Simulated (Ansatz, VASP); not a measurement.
**One calculation of In2Ni3S2, two programs**

```xyz
7
Lattice="2.6314 1.5192 4.4117 -2.6314 1.5192 4.4117 0.0000 -3.0384 4.4117" Properties=species:S:1:pos:R:3 pbc="T T T"
In    0.0000    0.0000    6.6176
In    0.0000    0.0000    0.0000
Ni    1.3157    0.7596    2.2059
Ni   -1.3157    0.7596    2.2059
Ni    0.0000   -1.5192    2.2059
S     0.0000    0.0000    9.5412
S     0.0000    0.0000    3.6940
```

Alike in both runs: functional LDA; k mesh 9 × 9 × 9; occupations gaussian, width 0.1 eV; no spin polarisation.

Ansatz relaxed the structure, and its values are those at the end. VASP's run is a single point on that final structure, the one shown.

|  | VASP | Ansatz |
| --- | --- | --- |
| version | VASP 6.6.1 | Ansatz 0.2.0 |
| potentials or method | VASP PAW LDA potentials, release 64 (In_d, Ni, S), cutoff 520 eV | scalar-relativistic, plane waves, PAW |
| valence electrons in the cell | 68 | 92 |

```csv
,VASP,Ansatz,Ansatz less VASP
gap on the k mesh at the Fermi level (eV),none,none,-
pressure (GPa),0.1,0.0,-0.13
```

LDA's correlation is that of Perdew and Zunger in VASP and of Perdew and Wang (1992) in Ansatz. A gap of «none» marks a metal or a gap that the smearing closes. VASP's potentials hold 68 valence electrons a cell and Ansatz's 92, so a difference there can come from the potentials and not from the codes.
